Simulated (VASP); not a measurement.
# Si (Imma) in VASP: notebook, part 2 of 3

VASP 6.6.1. The steps go on from the part before.

**3. Single point, PBEsol (strained cell)**

The input, INCAR:

```
SYSTEM = Si
PREC     = Accurate       ! precision mode
ENCUT    = 500            ! plane-wave cutoff, eV
EDIFF    = 1E-6           ! SCF threshold, eV
ISMEAR   = 0              ! smearing method
SIGMA    = 0.02           ! smearing width, eV
LREAL    = .False.        ! projectors in reciprocal space
LASPH    = .True.         ! aspherical terms in the spheres
NELM     = 120            ! most SCF steps
ALGO     = Normal         ! electronic algorithm
ISIF     = 2              ! what is computed and relaxed
LWAVE    = .False.        ! write WAVECAR
LCHARG   = .False.        ! write CHGCAR
GGA      = PS             ! functional
NBANDS   = 11             ! bands
GGA_COMPAT= .False.
```

The input, KPOINTS:

```
regular mesh
0
Gamma
  10 10 10
  0 0 0
```

The input, POSCAR:

```
Si
1.0
    0.0211306347      2.7106948530      2.6895642183
    2.7106948530      0.0211306347      2.6895642183
    2.7318254877      2.7318254877      0.0000000000
Si
2
Direct
    0.0011214844      0.0011214844     -0.0011214844
    0.2488785156      0.2488785156      0.2511214844
```

Potentials or basis: VASP PAW PBE potentials, release 64 (Si).

Launch:

```console
cat potpaw_PBE.64/Si/POTCAR > POTCAR
mpirun -np 1 vasp_std > vasp.out
```

OUTCAR:

```text
SYSTEM = Si
   PREC = Accurate
   ENCUT = 500
   EDIFF = 1E-6
   ISMEAR = 0
   LREAL = .False.
   LASPH = .True.
   NELM = 120
   ISIF = 2
   GGA = PS

 ion  position               nearest neighbor table
   1  0.001  0.001  0.999-   2 2.34   2 2.34   2 2.35   2 2.35
   2  0.249  0.249  0.251-   1 2.34   1 2.34   1 2.35   1 2.35

  LATTYP: Found a body centered orthorhombic cell.
 ALAT       =     3.8036181944
 B/A-ratio  =     1.0157130546
 C/A-ratio  =     1.4142135624

  Lattice vectors:

 A1 = (   2.7106948530,   0.0211306347,  -2.6895642183)
 A2 = (  -2.7106948530,  -0.0211306347,  -2.6895642183)
 A3 = (   0.0211306347,   2.7106948530,   2.6895642183)

Analysis of symmetry for initial positions (statically):
=====================================================================
 Subroutine PRICEL returns:
 Original cell was already a primitive cell.

 Routine SETGRP: Setting up the symmetry group for a
 body centered orthorhombic supercell.

 Subroutine GETGRP returns: Found  8 space group operations
 (whereof  4 operations were pure point group operations)
 out of a pool of  8 trial point group operations.

The static configuration has the point symmetry C_2v.
 The point group associated with its full space group is D_2h.

Analysis of symmetry for dynamics (positions and initial velocities):
=====================================================================
 Subroutine PRICEL returns:
 Original cell was already a primitive cell.

 Routine SETGRP: Setting up the symmetry group for a
 body centered orthorhombic supercell.

 Subroutine GETGRP returns: Found  8 space group operations
 (whereof  4 operations were pure point group operations)
 out of a pool of  8 trial point group operations.

The dynamic configuration has the point symmetry C_2v.
 The point group associated with its full space group is D_2h.

 Subroutine INISYM returns: Found  8 space group operations
 (whereof  4 operations are pure point group operations),
 and found     1 'primitive' translations

[... 121 lines left out ...]
   AEXX    =    0.0000 exact exchange contribution
   IVDW    =     0    specifies the selected vdW correction
   LEPSILON=     F    determine dielectric tensor
   LRPA    =     F    only Hartree local field effects (RPA)
 non-spin polarized calculation
 Gauss-broadening in eV      SIGMA  =   0.02
  energy-cutoff  :      500.00
  volume of cell :       39.52
 maximum number of plane-waves:      1014
   NGX = 13   NGY = 13   NGZ = 15

 number of electron       8.0000001 magnetization

 Free energy of the ion-electron system (eV)
  ---------------------------------------------------
  ext. energy  EPLUGINS =         0.00000000
  ---------------------------------------------------
  free energy    TOTEN  =       -11.48697684 eV

  energy without entropy =      -11.48697684  energy(sigma->0) =      -11.48697684

 E-fermi :   6.1436     XC(G=0):  -9.6039

 val. band max:        5.9827726838   @ k =   0.0000   0.0000   0.0000
 cond. band min:       6.3038882233   @ k =   0.4000   0.4000   0.0000
 fundamental gap:      0.3211155395
 Fermi energy:         6.1435779896

 k-point     1 :       0.0000    0.0000    0.0000
  band No.  band energies     occupation
      1      -6.1578      2.00000
      2       5.8300      2.00000
      3       5.9578      2.00000
      4       5.9828      2.00000
      5       8.3692      0.00000
      6       8.4026      0.00000
      7       8.5431      0.00000
      8       9.4215      0.00000
      9      13.5495      0.00000
     10      13.6894      0.00000
     11      13.6898      0.00000
[... 309 lines left out ...]
 k-point    24 :       0.4000    0.3000    0.0000
  band No.  band energies     occupation
      1      -3.9421      2.00000
      2       0.5218      2.00000
      3       3.0424      2.00000
      4       3.3021      2.00000
      5       6.7538      0.00000
      6       8.0984      0.00000
      7      12.9068      0.00000
      8      12.9794      0.00000
      9      16.3742      0.00000
     10      16.8182      0.00000
     11      18.0548      0.00000

 [... further k-points ...]

------------------------ aborting loop because EDIFF is reached ----------------------------------------

  FORCE on cell =-STRESS in cart. coord.  units (eV):
  Direction    XX          YY          ZZ          XY          YZ          ZX
  --------------------------------------------------------------------------------------
  -------------------------------------------------------------------------------------
  Total        0.3192989      0.3192989      0.4938599     -0.2853226      0.0000000      0.0000000
  in kB       12.9437817     12.9437817     20.0201609    -11.5664483      0.0000000      0.0000000
  external PRESSURE =      15.3025747 kB  Pullay stress =       0.0000000 kB

 VOLUME and BASIS-vectors are now :
 -----------------------------------------------------------------------------
  energy-cutoff  :      500.00
  volume of cell :       39.52
      direct lattice vectors                 reciprocal lattice vectors
     0.021130635  2.710694853  2.689564218    -0.185903722  0.185903722  0.185903722
     2.710694853  0.021130635  2.689564218     0.185903722 -0.185903722  0.185903722
     2.731825488  2.731825488  0.000000000     0.183027797  0.183027797 -0.185903722

 POSITION                                       TOTAL-FORCE (eV/Angst)
 -----------------------------------------------------------------------------------
      2.73183      2.73183      0.00603        -0.000000     -0.000000     -0.000529
      1.36591      1.36591      1.33875         0.000000      0.000000      0.000529
 -----------------------------------------------------------------------------------
    total drift:                               -0.000000     -0.000000     -0.000000

  FREE ENERGIE OF THE ION-ELECTRON SYSTEM (eV)
  ---------------------------------------------------
  free  energy   TOTEN  =       -11.4869768353 eV

  energy  without entropy=      -11.4869768353  energy(sigma->0) =      -11.48697684
```

Wall time 89 s (1 thread of Intel Xeon 8259CL, shared host); peak memory 0.19 GiB.

Results:

```
Free energy            : -11.4870 eV
Pressure               : 1.5 GPa
Band gap on the k mesh : 0.32 eV (least direct gap 2.39 eV)
```

Caveat: the cell differs from its parent crystal (strained cell); the PAW data sets were made with another functional, which shifts forces and pressure a little. A k mesh can miss the band edges.

**4. Single point, PBEsol (strained cell)**

The input, INCAR:

```
PREC = Accurate
ENCUT = 500
EDIFF = 1E-6
ISMEAR = 0
SIGMA = 0.02
LREAL = False
LASPH = True
NELM = 120
ALGO = Normal
ISIF = 2
LWAVE = False
LCHARG = True
GGA = PS
LELF = True
LVHAR = True
NBANDS = 11
GGA_COMPAT = False
```

The input, KPOINTS:

```
regular mesh
0
Gamma
  10 10 10
```

The input, POSCAR:

```
Si
1.0
    0.0212661504      2.7108303687      2.6895642183
    2.7108303687      0.0212661504      2.6895642183
    2.7320965191      2.7320965191      0.0000000000
Si
2
Direct
    0.0011214844      0.0011214844     -0.0011214844
    0.2488785156      0.2488785156      0.2511214844
```

Potentials or basis: VASP PAW PBE potentials, release 64 (Si).

Launch:

```console
cat potpaw_PBE.64/Si/POTCAR > POTCAR
mpirun -np 1 vasp_std > vasp.out
```

OUTCAR:

```text
PREC = Accurate
   ENCUT = 500
   EDIFF = 1E-6
   ISMEAR = 0
   LREAL = False
   LASPH = True
   NELM = 120
   ISIF = 2
   GGA = PS

 ion  position               nearest neighbor table
   1  0.001  0.001  0.999-   2 2.34   2 2.34   2 2.35   2 2.35
   2  0.249  0.249  0.251-   1 2.34   1 2.34   1 2.35   1 2.35

  LATTYP: Found a body centered orthorhombic cell.
 ALAT       =     3.8036181944
 B/A-ratio  =     1.0158138261
 C/A-ratio  =     1.4142135624

  Lattice vectors:

 A1 = (   2.7108303687,   0.0212661504,  -2.6895642183)
 A2 = (  -2.7108303687,  -0.0212661504,  -2.6895642183)
 A3 = (   0.0212661504,   2.7108303687,   2.6895642183)

Analysis of symmetry for initial positions (statically):
=====================================================================
 Subroutine PRICEL returns:
 Original cell was already a primitive cell.

 Routine SETGRP: Setting up the symmetry group for a
 body centered orthorhombic supercell.

 Subroutine GETGRP returns: Found  8 space group operations
 (whereof  4 operations were pure point group operations)
 out of a pool of  8 trial point group operations.

The static configuration has the point symmetry C_2v.
 The point group associated with its full space group is D_2h.

Analysis of symmetry for dynamics (positions and initial velocities):
=====================================================================
 Subroutine PRICEL returns:
 Original cell was already a primitive cell.

 Routine SETGRP: Setting up the symmetry group for a
 body centered orthorhombic supercell.

 Subroutine GETGRP returns: Found  8 space group operations
 (whereof  4 operations were pure point group operations)
 out of a pool of  8 trial point group operations.

The dynamic configuration has the point symmetry C_2v.
 The point group associated with its full space group is D_2h.

 Subroutine INISYM returns: Found  8 space group operations
 (whereof  4 operations are pure point group operations),
 and found     1 'primitive' translations

----------------------------------------------------------------------------------------

                                     Primitive cell

  volume of cell :      39.5266

  direct lattice vectors                    reciprocal lattice vectors
     0.021266150  2.710830369  2.689564218    -0.185903722  0.185903722  0.185903722
     2.710830369  0.021266150  2.689564218     0.185903722 -0.185903722  0.185903722
     2.732096519  2.732096519  0.000000000     0.183009640  0.183009640 -0.185903722

  length of vectors
     3.818744456  3.818744456  3.863767951     0.321994693  0.321994693  0.318661655

  position of ions in fractional coordinates (direct lattice)
     0.001121484  0.001121484  0.998878516
     0.248878516  0.248878516  0.251121484

  ion indices of the primitive-cell ions
   primitive index   ion index
                 1           1
                 2           2

----------------------------------------------------------------------------------------

 KPOINTS: regular mesh
[... 27 lines left out ...]
  0.200000 -0.000000  0.000000      4.000000
  0.300000 -0.000000  0.000000      4.000000
  0.400000  0.000000  0.000000      4.000000
  0.500000 -0.000000  0.000000      2.000000
[... 16 lines left out ...]
  0.300000  0.300000  0.000000      2.000000
  0.400000  0.300000  0.000000      4.000000
 [... further k-points ...]
   k-points           NKPTS =    171   k-points in BZ     NKDIM =    171   number of bands    NBANDS=     11
   number of dos      NEDOS =    301   number of ions     NIONS =      2
   total plane-waves  NPLWV =  21952
   dimension x,y,z NGX =    28 NGY =   28 NGZ =   28
   dimension x,y,z NGXF=    56 NGYF=   56 NGZF=   56
   ions per type =               2
   NGX,Y,Z   is equivalent  to a cutoff of  12.19, 12.19, 12.05 a.u.
   NGXF,Y,Z  is equivalent  to a cutoff of  24.38, 24.38, 24.10 a.u.
 SYSTEM =  unknown system
   PREC   = accura    normal or accurate (medium, high low for compatibility)
   ISTART =      0    job   : 0-new  1-cont  2-samecut
   ICHARG =      2    charge: 1-file 2-atom 10-const
   ISPIN  =      1    spin polarized calculation?
   LNONCOLLINEAR =      F non collinear calculations
   LSORBIT =      F    spin-orbit coupling
   LASPH  =      T    aspherical Exc in radial PAW
   ENCUT  =  500.0 eV  36.75 Ry    6.06 a.u.   6.96  6.96  7.04*2*pi/ulx,y,z
   NELM   =    120;   NELMIN=  2; NELMDL= -5     # of ELM steps
   EDIFF  = 0.1E-05   stopping-criterion for ELM
   LREAL  =      F    real-space projection
   EDIFFG = 0.1E-04   stopping-criterion for IOM
   NSW    =      0    number of steps for IOM
   IBRION =     -1    ionic relax: 0-MD 1-quasi-New 2-CG
   NFREE  =      0    steps in history (QN), initial steepest desc. (CG)
   ISIF   =      2    stress and relaxation
   ISYM   =      2    0-nonsym 1-usesym 2-fastsym
   POTIM  = 0.5000    time-step for ionic-motion
   TEBEG  =    0.0;   TEEND  =   0.0 temperature during run
   PSTRESS=    0.0 pullay stress
   NELECT =       8.0000    total number of electrons
   NUPDOWN=      -1.0000    fix difference up-down
   EMIN   =  10.00;   EMAX   =-10.00  energy-range for DOS
   EFERMI =   0.00;   METHOD = LEGACY
   ISMEAR =     0;   SIGMA  =   0.02  broadening in eV -4-tet -1-fermi 0-gaus
   EFERMI_NEDOS =   21; number of points for ismear=-14 and -15
   IALGO  =     38    algorithm
   IMIX   =      4    mixing-type and parameters
     AMIX     =   0.40;   BMIX     =  1.00
     AMIX_MAG =   1.60;   BMIX_MAG =  1.00
  volume/ion in A,a.u.               =      19.76       133.37
  Fermi-wavevector in a.u.,A,eV,Ry     =   0.961188  1.816381 12.570175  0.923882
  Thomas-Fermi vector in A             =   2.090538
   LORBIT       =      0    0 simple, 1 ext, 2 COOP (PROOUT), +10 PAW based schemes
   GGA     = PS    functional components
   LHFCALC =     F    Hartree Fock is set to
   AEXX    =    0.0000 exact exchange contribution
   IVDW    =     0    specifies the selected vdW correction
   LEPSILON=     F    determine dielectric tensor
   LRPA    =     F    only Hartree local field effects (RPA)
 non-spin polarized calculation
 Gauss-broadening in eV      SIGMA  =   0.02
  energy-cutoff  :      500.00
  volume of cell :       39.53
 maximum number of plane-waves:      1014
   NGX = 13   NGY = 13   NGZ = 15

 number of electron       8.0000001 magnetization

 Free energy of the ion-electron system (eV)
  ---------------------------------------------------
  ext. energy  EPLUGINS =         0.00000000
  ---------------------------------------------------
  free energy    TOTEN  =       -11.48697995 eV

  energy without entropy =      -11.48697995  energy(sigma->0) =      -11.48697995

 E-fermi :   6.1461     XC(G=0):  -9.6036

 val. band max:        5.9817506618   @ k =   0.0000   0.0000   0.0000
 cond. band min:       6.3026187250   @ k =   0.4000   0.4000   0.0000
 fundamental gap:      0.3208680632
 Fermi energy:         6.1461222689

 k-point     1 :       0.0000    0.0000    0.0000
  band No.  band energies     occupation
      1      -6.1581      2.00000
      2       5.8288      2.00000
      3       5.9570      2.00000
      4       5.9818      2.00000
      5       8.3675      0.00000
      6       8.4011      0.00000
      7       8.5429      0.00000
      8       9.4197      0.00000
      9      13.5480      0.00000
     10      13.6880      0.00000
     11      13.6892      0.00000
[... 309 lines left out ...]
 k-point    24 :       0.4000    0.3000    0.0000
  band No.  band energies     occupation
      1      -3.9425      2.00000
      2       0.5212      2.00000
      3       3.0418      2.00000
      4       3.3006      2.00000
      5       6.7524      0.00000
      6       8.0978      0.00000
      7      12.9053      0.00000
      8      12.9779      0.00000
      9      16.3727      0.00000
     10      16.8162      0.00000
     11      18.0532      0.00000

 [... further k-points ...]

------------------------ aborting loop because EDIFF is reached ----------------------------------------

  FORCE on cell =-STRESS in cart. coord.  units (eV):
  Direction    XX          YY          ZZ          XY          YZ          ZX
  --------------------------------------------------------------------------------------
  -------------------------------------------------------------------------------------
  Total        0.3165331      0.3165331      0.4922093     -0.2879100      0.0000000      0.0000000
  in kB       12.8303899     12.8303899     19.9512686    -11.6701788      0.0000000      0.0000000
  external PRESSURE =      15.2040162 kB  Pullay stress =       0.0000000 kB

 VOLUME and BASIS-vectors are now :
 -----------------------------------------------------------------------------
  energy-cutoff  :      500.00
  volume of cell :       39.53
      direct lattice vectors                 reciprocal lattice vectors
     0.021266150  2.710830369  2.689564218    -0.185903722  0.185903722  0.185903722
     2.710830369  0.021266150  2.689564218     0.185903722 -0.185903722  0.185903722
     2.732096519  2.732096519  0.000000000     0.183009640  0.183009640 -0.185903722

 POSITION                                       TOTAL-FORCE (eV/Angst)
 -----------------------------------------------------------------------------------
      2.73210      2.73210      0.00603        -0.000000     -0.000000      0.000492
      1.36605      1.36605      1.33875         0.000000      0.000000     -0.000492
 -----------------------------------------------------------------------------------
    total drift:                               -0.000000     -0.000000      0.000000

  FREE ENERGIE OF THE ION-ELECTRON SYSTEM (eV)
  ---------------------------------------------------
  free  energy   TOTEN  =       -11.4869799500 eV

  energy  without entropy=      -11.4869799500  energy(sigma->0) =      -11.48697995
```

OSZICAR:

```text
N       E                     dE             d eps       ncg     rms          rms(c)
DAV:   1     0.523129833136E+01    0.52313E+01   -0.31519E+03  3762   0.546E+02
DAV:   2    -0.111952642581E+02   -0.16427E+02   -0.15613E+02  5108   0.830E+01
DAV:   3    -0.117149764141E+02   -0.51971E+00   -0.51826E+00  4812   0.122E+01
DAV:   4    -0.117188787539E+02   -0.39023E-02   -0.39018E-02  4461   0.136E+00
DAV:   5    -0.117189149545E+02   -0.36201E-04   -0.36200E-04  4788   0.122E-01    0.505E+00
DAV:   6    -0.115585133741E+02    0.16040E+00   -0.88417E-02  4287   0.119E+00    0.303E+00
DAV:   7    -0.114863436362E+02    0.72170E-01   -0.15554E-01  4333   0.167E+00    0.195E-01
DAV:   8    -0.114869073564E+02   -0.56372E-03   -0.62127E-03  4362   0.441E-01    0.851E-02
DAV:   9    -0.114869687742E+02   -0.61418E-04   -0.10235E-04  4787   0.661E-02    0.578E-02
DAV:  10    -0.114869800563E+02   -0.11282E-04   -0.11638E-05  4420   0.184E-02    0.529E-03
DAV:  11    -0.114869799500E+02    0.10631E-06   -0.11038E-06  4485   0.519E-03
   1 F= -.11486980E+02 E0= -.11486980E+02  d E =-.579373E-31
```

stdout:

```text
POSCAR found type information on POSCAR Si
 POSCAR found :  1 types and       2 ions
 scaLAPACK will be used
 -----------------------------------------------------------------------------
|                                                                             |
|                                                                             |
|     You enforced a specific xc type in the INCAR file but a different       |
|     I HOPE YOU KNOW WHAT YOU ARE DOING!                                     |
|                                                                             |
 -----------------------------------------------------------------------------

 LDA part: xc-table for (Slater+PW92), standard interpolation
 POSCAR, INCAR and KPOINTS ok, starting setup
 FFT: planning ... GRIDC
 FFT: planning ... GRID_SOFT
 FFT: planning ... GRID
 WAVECAR not read
 entering main loop
```

Run time: 86 s. Hardware: 1 thread of Intel Xeon 8259CL, shared host; peak memory 0.19 GiB.

What came out:

* Free energy: -11.4870 eV
* Pressure: 1.5 GPa
* Band gap on the k mesh: 0.32 eV (least direct gap 2.39 eV)

Stress tensor (GPa, compression positive):
```
 1.28 -1.17  0.00
-1.17  1.28  0.00
 0.00  0.00  2.00
```

Levels at points of the mesh, in eV from the valence-band top:
```
           k point  band 1  band 2  band 3  band 4  band 5  band 6  band 7  band 8
(0.00, 0.00, 0.00)  -12.14   -0.15   -0.02    0.00    2.39    2.42    2.56    3.44
(0.50, 0.00, 0.00)   -9.72   -7.12   -1.38   -1.26    1.36    3.11    3.24    7.41
(0.50, 0.50, 0.00)   -7.93   -7.87   -3.11   -2.90    0.34    0.58   10.05   10.16
(0.00, 0.00, 0.50)   -9.80   -7.15   -1.24   -1.22    1.53    3.24    3.25    7.53
(0.50, 0.00, 0.50)   -7.95   -7.95   -2.95   -2.95    0.52    0.52   10.09   10.09
```

Caveat: the cell differs from its parent crystal (strained cell); the PAW data sets were made with another functional, which shifts forces and pressure a little. A k mesh can miss the band edges.

[end of part 2 of 3]
